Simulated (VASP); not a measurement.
Here is a VASP 6.6.1 calculation.

File POSCAR:

```
SnSe2
1.0
    3.8017611756      0.0000000000      0.0000000000
   -1.9008805878      3.2924217572      0.0000000000
    0.0000000000      0.0000000000      6.4606092294
Sn Se
1 2
Direct
    0.0000000000      0.0000000000      0.0000000000
    0.3333333333      0.6666666667      0.2411582705
    0.6666666667      0.3333333333      0.7588417295
```

The input INCAR.step1:

```
SYSTEM = SnSe2
PREC     = Accurate       ! precision mode
ENCUT    = 600            ! plane-wave cutoff, eV
ISMEAR   = 0              ! smearing method
SIGMA    = 0.02           ! smearing width, eV
LREAL    = .FALSE.        ! projectors in reciprocal space
LASPH    = .TRUE.         ! aspherical terms in the spheres
NELM     = 60             ! most SCF steps
GGA      = PE             ! functional
ALGO     = Normal         ! electronic algorithm
EDIFF    = 1E-4           ! SCF threshold, eV
LWAVE    = .TRUE.         ! write WAVECAR
LCHARG   = .FALSE.        ! write CHGCAR
```

The input INCAR.step2:

```
SYSTEM = SnSe2
PREC     = Accurate       ! precision mode
ENCUT    = 600            ! plane-wave cutoff, eV
EDIFF    = 1E-6           ! SCF threshold, eV
ISMEAR   = 0              ! smearing method
SIGMA    = 0.02           ! smearing width, eV
LREAL    = .FALSE.        ! projectors in reciprocal space
LASPH    = .TRUE.         ! aspherical terms in the spheres
NELM     = 60             ! most SCF steps
ALGO     = Normal         ! electronic algorithm
ISIF     = 4              ! what is computed and relaxed
LWAVE    = .FALSE.        ! write WAVECAR
LCHARG   = .FALSE.        ! write CHGCAR
METAGGA  = R2SCAN         ! meta-GGA
LMIXTAU  = .TRUE.       
IBRION   = 2              ! ionic algorithm
NSW      = 50             ! ionic steps
EDIFFG   = -0.01          ! ionic threshold
ISTART   = 1
```

Contents of KPOINTS:

```
Automatic mesh
0
G
  12 12 4
  0 0 0
```

Potentials or basis: VASP PAW PBE potentials, release 64 (Sn_d, Se).

Command:

```bash
$ cat potpaw_PBE.64/Sn_d/POTCAR potpaw_PBE.64/Se/POTCAR > POTCAR
$ cp INCAR.step1 INCAR
$ mpirun -np 1 vasp_std > vasp.out
$ cp INCAR.step2 INCAR
$ mpirun -np 1 vasp_std > vasp.out
```

Q: What does it give for the band gap on the k mesh?

A: 1.05 eV (least direct gap 1.49 eV).

Step by step:
```csv
step,energy change (eV),largest force (eV/Å),pressure (GPa),volume (Å³)
1,0.0000,0.3027,2.17,80.87
2,-0.0068,0.1519,1.60,80.87
3,-0.0095,0.0265,0.94,80.87
4,-0.0127,0.0149,0.67,80.87
5,-0.0134,0.0071,0.47,80.87
```

Caveat: the PAW data sets were made with another functional, which shifts forces and pressure a little; spin-orbit coupling is left out, which moves the levels of the heavy elements. A k mesh can miss the band edges.
